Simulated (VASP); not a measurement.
Here is a VASP 6.6.1 calculation.

INCAR

```
SYSTEM = Ge2N
PREC = Accurate ; ENCUT = 520
EDIFF = 1E-6 ; ISMEAR = 0
SIGMA = 0.1 ; LREAL = .False.
LASPH = .True. ; NELM = 80
ALGO = Normal ; ISIF = 2
LWAVE = .False. ; LCHARG = .True.
GGA = PE ; LELF = .True.
LVHAR = .True. ; NBANDS = 24
```

File KPOINTS:

```
Automatic mesh
0
Gamma
  6 6 6
  0 0 0
```

POSCAR

```
Ge2N
1.0
    1.5583398300      0.8997079200      5.3487770000
   -1.5583398300      0.8997079200      5.3487770000
    0.0000000000     -1.7994158400      5.3487770000
Ge N
2 1
Direct
    0.2598655200      0.2598655200      0.2598655200
    0.7401344800      0.7401344800      0.7401344800
    0.0000000000      0.0000000000      0.0000000000
```

Potentials or basis: VASP PAW PBE potentials, release 64 (Ge_d, N).

Run with:

```bash
$ cat potpaw_PBE.64/Ge_d/POTCAR potpaw_PBE.64/N/POTCAR > POTCAR
$ mpirun -np 1 vasp_std > vasp.out
```

(1) Predict the largest force.

(2) Estimate the band gap on the k mesh.

Results:

(1) 2.892 eV/Å.

(2) zero (an odd number of electrons rules out a gap without spin polarisation).

Caveat: the k points lie up to 0.39 Å⁻¹ apart, too coarse for converged energies and pressures of a metal; an odd number of electrons without spin polarisation forces a metal; a magnetic or distorted state may lie lower.
